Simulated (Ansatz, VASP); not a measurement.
TaN in VASP and in Ansatz

INCAR

```
SYSTEM = TaN
PREC = Accurate
ENCUT = 520
EDIFF = 1E-6
ISMEAR = -1
SIGMA = 0.1
LREAL = .FALSE.
LASPH = .TRUE.
NELM = 80
ALGO = Normal
ISIF = 2
LWAVE = .FALSE.
LCHARG = .FALSE.
GGA = PS
NBANDS = 33
```

KPOINTS

```
Automatic mesh
0
G
  5 5 8
  0 0 0
```

File POSCAR:

```
TaN
1.0
    5.0850314903      0.0000000000      0.0000000000
   -2.5425157452      4.4037664487      0.0000000000
    0.0000000000      0.0000000000      2.8486364041
Ta N
3 3
Direct
    0.0000000000      0.0000000000      0.0000000000
    0.3333333333      0.6666666667      0.5000000000
    0.6666666667      0.3333333333      0.5000000000
    0.5000000000      0.0000000000      0.0000000000
    0.5000000000      0.5000000000      0.0000000000
    0.0000000000      0.5000000000      0.0000000000
```

Input for Ansatz:

```yaml
crystal:
  lattice:
    - [5.085031490342479, 0.0, 0.0]
    - [-2.5425157451712397, 4.403766448656744, 0.0]
    - [0.0, 0.0, 2.8486364041448526]
  atoms:
    - { symbol: Ta, position: [0.0, 0.0, 0.0] }
    - { symbol: Ta, position: [0.3333333333333333, 0.6666666666666666, 0.5] }
    - { symbol: Ta, position: [0.6666666666666666, 0.3333333333333333, 0.5] }
    - { symbol: "N", position: [0.5, 0.0, 0.0] }
    - { symbol: "N", position: [0.5, 0.5, 0.0] }
    - { symbol: "N", position: [0.0, 0.5, 0.0] }
basis:
  ecutwfc: 500.0
kpoints:
  mp_grid:
    grid: [5, 5, 8]
hamiltonian:
  xc: pbesol
scf:
  occupations:
    method: fermi_dirac
output:
  stress: true
```

Alike in both runs: task single point; functional PBEsol; k mesh 5 × 5 × 8; no spin polarisation.

|  | VASP | Ansatz |
| --- | --- | --- |
| version | VASP 6.6.1 | Ansatz 0.2.0 |
| potentials or method | VASP PAW PBE potentials, release 64 (Ta_pv, N), cutoff 520 eV | plane waves, PAW |
| occupations | fermi-dirac, width 0.1 eV | fermi-dirac |
| valence electrons in the cell | 48 | 54 |

|  | VASP | Ansatz | Ansatz less VASP |
| --- | --- | --- | --- |
| pressure (GPa) | 25.2 | 23.9 | -1.33 |
| traceless stress, the component that is largest in VASP (GPa) | 5.45 | 5.14 | -0.313 |

VASP's potentials were made for PBE, not for PBEsol. VASP's potentials hold 48 valence electrons a cell and Ansatz's 54, so a difference there can come from the potentials and not from the codes.

Spin-orbit coupling is off throughout.
